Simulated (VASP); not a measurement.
# Cu12H in VASP: single point with PBE+D3(BJ)

Aim: the single point of Cu12H with PBE+D3(BJ).

Everything below comes from runs of VASP 6.6.1. Logs are shortened: lines on timing, memory, paths and dates and some standing lists are left out, and cuts for length are marked.

## 1. The cell of the first run

The cell holds a slab with vacuum, 13 atoms: a = 5.038 Å, b = 5.038 Å, c = 20.662 Å, α = 90.00°, β = 90.00°, γ = 90.00°.

## 2. Single point, PBE+D3(BJ)

The input, INCAR:

```
PREC = Accurate
ENCUT = 520
EDIFF = 1E-7
ISMEAR = 0
SIGMA = 0.1
LREAL = False
LASPH = True
NELM = 80
ALGO = Normal
ISIF = 2
LWAVE = False
LCHARG = False
LDIPOL = True
IDIPOL = 3
DIPOL = 0.5 0.5 0.297
GGA = PE
IVDW = 12
NBANDS = 78
```

The input, KPOINTS:

```
regular mesh
0
Gamma
  5 5 1
```

The input, POSCAR:

```
Cu12H
1.0
    5.0378287988      0.0000000000      0.0000000000
    0.0000000000      5.0378287988      0.0000000000
    0.0000000000      0.0000000000     20.6622829064
Cu H
12 1
Direct
    0.2500000000      0.2500000000      0.1935894508
    0.2500000000      0.7500000000      0.1935894508
    0.7500000000      0.2500000000      0.1935894508
    0.7500000000      0.7500000000      0.1935894508
    0.0000000000      0.0000000000      0.2797919997
    0.0000000000      0.5000000000      0.2797919997
    0.5000000000      0.0000000000      0.2797919997
    0.5000000000      0.5000000000      0.2797919997
    0.2500000000      0.2500000000      0.3659945486
    0.2500000000      0.7500000000      0.3659945486
    0.7500000000      0.2500000000      0.3659945486
    0.7500000000      0.7500000000      0.3659945486
    0.3333333333      0.5000000000      0.5015071642
```

Potentials or basis: VASP PAW PBE potentials, release 64 (Cu, H).

Started as:

```
$ cat potpaw_PBE.64/Cu/POTCAR potpaw_PBE.64/H/POTCAR > POTCAR
$ mpirun -np 1 vasp_std > vasp.out
```

OUTCAR:

```text
PREC = Accurate
   ENCUT = 520
   EDIFF = 1E-7
   ISMEAR = 0
   LREAL = False
   LASPH = True
   NELM = 80
   ISIF = 2
   GGA = PE
   IVDW = 12
 IVDW          = 12

 ion  position               nearest neighbor table
   1  0.250  0.250  0.194-   5 2.52   6 2.52   7 2.52   8 2.52   2 2.52   3 2.52   2 2.52   3 2.52

   2  0.250  0.750  0.194-   5 2.52   6 2.52   7 2.52   8 2.52   1 2.52   4 2.52   1 2.52   4 2.52

   3  0.750  0.250  0.194-   5 2.52   6 2.52   7 2.52   8 2.52   1 2.52   4 2.52   4 2.52   1 2.52
[... 15 lines left out ...]
  11  0.750  0.250  0.366-   5 2.52   6 2.52   7 2.52   8 2.52   9 2.52  12 2.52  12 2.52   9 2.52

  12  0.750  0.750  0.366-   5 2.52   6 2.52   7 2.52   8 2.52  10 2.52  11 2.52  11 2.52  10 2.52

  13  0.333  0.500  0.502-

  LATTYP: Found a simple tetragonal cell.
 ALAT       =     5.0378287988
 C/A-ratio  =     4.1014261762

  Lattice vectors:

 A1 = (   5.0378287988,   0.0000000000,   0.0000000000)
 A2 = (   0.0000000000,   5.0378287988,   0.0000000000)
 A3 = (   0.0000000000,   0.0000000000,  20.6622829064)

Analysis of symmetry for initial positions (statically):
=====================================================================
 Subroutine PRICEL returns:
 Original cell was already a primitive cell.

 Routine SETGRP: Setting up the symmetry group for a
 simple tetragonal supercell.

 Subroutine GETGRP returns: Found  2 space group operations
 (whereof  2 operations were pure point group operations)
 out of a pool of 16 trial point group operations.

The static configuration has the point symmetry C_1h.

Analysis of symmetry for dynamics (positions and initial velocities):
=====================================================================
 Subroutine PRICEL returns:
 Original cell was already a primitive cell.

 Routine SETGRP: Setting up the symmetry group for a
 simple tetragonal supercell.

 Subroutine GETGRP returns: Found  2 space group operations
 (whereof  2 operations were pure point group operations)
 out of a pool of 16 trial point group operations.

The dynamic configuration has the point symmetry C_1h.

 Subroutine INISYM returns: Found  2 space group operations
 (whereof  2 operations are pure point group operations),
 and found     1 'primitive' translations

----------------------------------------------------------------------------------------

                                     Primitive cell

  volume of cell :     524.4029

[... 116 lines left out ...]
  Fermi-wavevector in a.u.,A,eV,Ry     =   1.036264  1.958255 14.610517  1.073843
  Thomas-Fermi vector in A             =   2.170646
   LORBIT       =      0    0 simple, 1 ext, 2 COOP (PROOUT), +10 PAW based schemes
   GGA     = PE    functional components
   LHFCALC =     F    Hartree Fock is set to
   AEXX    =    0.0000 exact exchange contribution
   IVDW    =    12    specifies the selected vdW correction
   LEPSILON=     F    determine dielectric tensor
   LRPA    =     F    only Hartree local field effects (RPA)
 non-spin polarized calculation
 Gauss-broadening in eV      SIGMA  =   0.10
  energy-cutoff  :      520.00
  volume of cell :      524.40
 maximum number of plane-waves:     14177
 NGX is ok and might be reduce to    40
   NGX = 19   NGY = 19   NGZ = 77

 dipolmoment           0.000000      0.000000     -0.158066 electrons x Angstroem

 number of electron     132.9999975 magnetization

 dipolmoment           0.000000      0.000000      0.230906 electrons x Angstroem

 Free energy of the ion-electron system (eV)
  ---------------------------------------------------
  ext. energy  EPLUGINS =         0.00000000
  ---------------------------------------------------
  free energy    TOTEN  =       -41.07071151 eV

  energy without entropy =      -41.05102407  energy(sigma->0) =      -41.06086779

 E-fermi :  -1.7295     XC(G=0):  -4.5446

 val. band max:       -1.7521864327   @ k =   0.4000   0.4000   0.0000
 cond. band min:      -1.6956616869   @ k =   0.0000   0.0000   0.0000
 fundamental gap:      0.0565247458
 Fermi energy:        -1.7294539110

 k-point     1 :       0.0000    0.0000    0.0000
  band No.  band energies     occupation
      1     -10.3254      2.00000
      2      -7.7537      2.00000
      3      -6.7209      2.00000
      4      -6.7197      2.00000
      5      -6.5572      2.00000
      6      -6.4763      2.00000
[... 718 lines left out ...]
     77       4.4395      0.00000
     78       4.4712      0.00000

------------------------ aborting loop because EDIFF is reached ----------------------------------------

 vacuum level on the upper side and lower side of the slab       (xc-potential included)         0.749        -0.854

 Edisp (eV)   -4.44651

 E8    (eV) :    -1.9998

  FORCE on cell =-STRESS in cart. coord.  units (eV):
  Direction    XX          YY          ZZ          XY          YZ          ZX
  --------------------------------------------------------------------------------------
  -------------------------------------------------------------------------------------
  Total      -5.00956    -5.12969    -2.72293     0.00000     0.00000    -0.10200
  in kB     -15.30542   -15.67243    -8.31919     0.00000     0.00000    -0.31163
  external pressure =      -13.10 kB  Pullay stress =        0.00 kB

 VOLUME and BASIS-vectors are now :
 -----------------------------------------------------------------------------
  energy-cutoff  :      520.00
  volume of cell :      524.40
      direct lattice vectors                 reciprocal lattice vectors
     5.037828799  0.000000000  0.000000000     0.198498210  0.000000000  0.000000000
     0.000000000  5.037828799  0.000000000     0.000000000  0.198498210  0.000000000
     0.000000000  0.000000000 20.662282906     0.000000000  0.000000000  0.048397363

 POSITION                                       TOTAL-FORCE (eV/Angst)
 -----------------------------------------------------------------------------------
      1.25946      1.25946      4.00000         0.014687      0.029062     -0.031688
      1.25946      3.77837      4.00000         0.014687     -0.029062     -0.031688
      3.77837      1.25946      4.00000        -0.014098      0.029560     -0.042675
      3.77837      3.77837      4.00000        -0.014098     -0.029560     -0.042675
      0.00000      0.00000      5.78114         0.047094      0.000000      0.063702
      0.00000      2.51891      5.78114        -0.009462      0.000000     -0.034727
      2.51891      0.00000      5.78114        -0.044922      0.000000      0.007364
      2.51891      2.51891      5.78114         0.008969      0.000000     -0.054396
      1.25946      1.25946      7.56228         0.047250      0.156478      0.505788
      1.25946      3.77837      7.56228         0.047250     -0.156478      0.505788
      3.77837      1.25946      7.56228        -0.031785      0.013109      0.141903
      3.77837      3.77837      7.56228        -0.031785     -0.013109      0.141903
      1.67928      2.51891     10.36228        -0.033788      0.000000     -1.128597
 -----------------------------------------------------------------------------------
    total drift:                               -0.000024      0.000000     -0.000505

  FREE ENERGIE OF THE ION-ELECTRON SYSTEM (eV)
  ---------------------------------------------------
  free  energy   TOTEN  =       -45.5172249817 eV

  energy  without entropy=      -45.4975375487  energy(sigma->0) =      -45.50738127

 vacuum level on the upper side and lower side of the slab         4.385         2.745
```

stdout:

```text
POSCAR found type information on POSCAR CuH
 POSCAR found :  2 types and      13 ions
 scaLAPACK will be used
 LDA part: xc-table for (Slater+PW92), standard interpolation
 POSCAR, INCAR and KPOINTS ok, starting setup
 FFT: planning ... GRIDC
 FFT: planning ... GRID_SOFT
 FFT: planning ... GRID
 WAVECAR not read
 entering main loop
```

Run time: 32 min. Hardware: 1 thread of Intel Xeon 8259CL, shared host; peak memory 0.72 GiB.

Results:

```yaml
Free_energy: -45.5172 eV
Largest_force: 1.129 eV/Å
Band_gap_on_the_k_mesh: zero (an odd number of electrons rules out a gap without spin polarisation)
Dispersion_energy_per_atom: -0.342 eV
```

Forces on the atoms (eV/Å):
```
Cu   0.015  0.029 -0.032
Cu   0.015 -0.029 -0.032
Cu  -0.014  0.030 -0.043
Cu  -0.014 -0.030 -0.043
Cu   0.047  0.000  0.064
Cu  -0.009  0.000 -0.035
Cu  -0.045  0.000  0.007
Cu   0.009  0.000 -0.054
Cu   0.047  0.156  0.506
Cu   0.047 -0.156  0.506
Cu  -0.032  0.013  0.142
Cu  -0.032 -0.013  0.142
H   -0.034  0.000 -1.129
```

The gap in the log of VASP goes by the Fermi energy; the results here count the filled bands.